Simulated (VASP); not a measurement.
A run of VASP 6.6.1:

Contents of POSCAR:

```
ZnO
1.0
    3.1903849622      0.0000000000      0.0000000000
   -1.5951924811      2.7629544251      0.0000000000
    0.0000000000      0.0000000000      5.1358318805
Zn O
2 2
Direct
    0.3333333333      0.6666666667      0.4996102197
    0.6666666667      0.3333333333     -0.0003897803
    0.6666666667      0.3333333333      0.3793997803
    0.3333333333      0.6666666667      0.8793997803
```

File INCAR.step1:

```
PREC = Accurate
ENCUT = 520
ISMEAR = 0
SIGMA = 0.01
LREAL = F
LASPH = T
NELM = 80
NBANDS = 26
GGA = PE
ALGO = Normal
EDIFF = 1E-4
LWAVE = T
LCHARG = F
```

The input INCAR.step2:

```
PREC = Accurate
ENCUT = 520
EDIFF = 1E-7
ISMEAR = 0
SIGMA = 0.01
LREAL = F
LASPH = T
NELM = 80
ALGO = Normal
ISIF = 2
LWAVE = F
LCHARG = T
METAGGA = R2SCAN
LMIXTAU = T
LELF = T
LVHAR = T
NBANDS = 26
ISTART = 1
```

KPOINTS

```
Automatic mesh
0
Gamma
  8 8 4
```

Potentials or basis: VASP PAW PBE potentials, release 64 (Zn, O).

Launch:

```console
$ cat potpaw_PBE.64/Zn/POTCAR potpaw_PBE.64/O/POTCAR > POTCAR
$ cp INCAR.step1 INCAR
$ mpirun -np 1 vasp_std > vasp.out
$ cp INCAR.step2 INCAR
$ mpirun -np 1 vasp_std > vasp.out
```

Hardware: 1 thread of Intel(R) Xeon(R) Platinum 8559C (Emerald Rapids), with other jobs on the host.

Question: Estimate the wall time of this run.

Answer: Run time: 76 s on 1 thread of Intel(R) Xeon(R) Platinum 8559C (Emerald Rapids), with other jobs on the host, peak memory 0.18 GiB. Counts: k points 30.
